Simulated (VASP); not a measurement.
Runs of VASP 6.6.1 on Ir. The structure is that of space group P6/mmm (No. 191), or close to it. The cells are those of the table. 

```csv
cell,smearing,gap on the mesh (eV),pressure (GPa)
"a = 4.312, b = 4.312, c = 2.649 Å, angles 90.0, 90.0, 120.0°, 3 atoms",fermi-dirac 0.08 eV,none,19.3
"a = 4.001, b = 4.001, c = 2.430 Å, angles 90.0, 90.0, 120.0°, 3 atoms",fermi-dirac 0.08 eV,none,191.0
"a = 4.164, b = 4.164, c = 2.542 Å, angles 90.0, 90.0, 120.0°, 3 atoms",fermi-dirac 0.08 eV,none,(a)
"a = 4.381, b = 4.381, c = 2.702 Å, angles 90.0, 90.0, 120.0°, 3 atoms",fermi-dirac 0.08 eV,none,(b)
"a = 4.312, b = 4.312, c = 2.649 Å, angles 90.0, 90.0, 120.0°, 3 atoms",fermi-dirac 0.005 eV,none,19.0
```

Alike in all rows: task single point; level PBE; potentials or basis VASP PAW PBE potentials, release 64 (Ir); no spin polarisation; k mesh 8 × 8 × 11; cutoff (eV) 500.

Question: Fill in the values left out.

Answer: (a) 79.7; (b) 0.4.

Caveats: spin-orbit coupling is left out, which moves the levels of the heavy elements.

A k mesh can miss the band edges, and the runs leave out spin-orbit coupling on Ir.

A gap of «none» marks levels without a gap at the run's occupations.
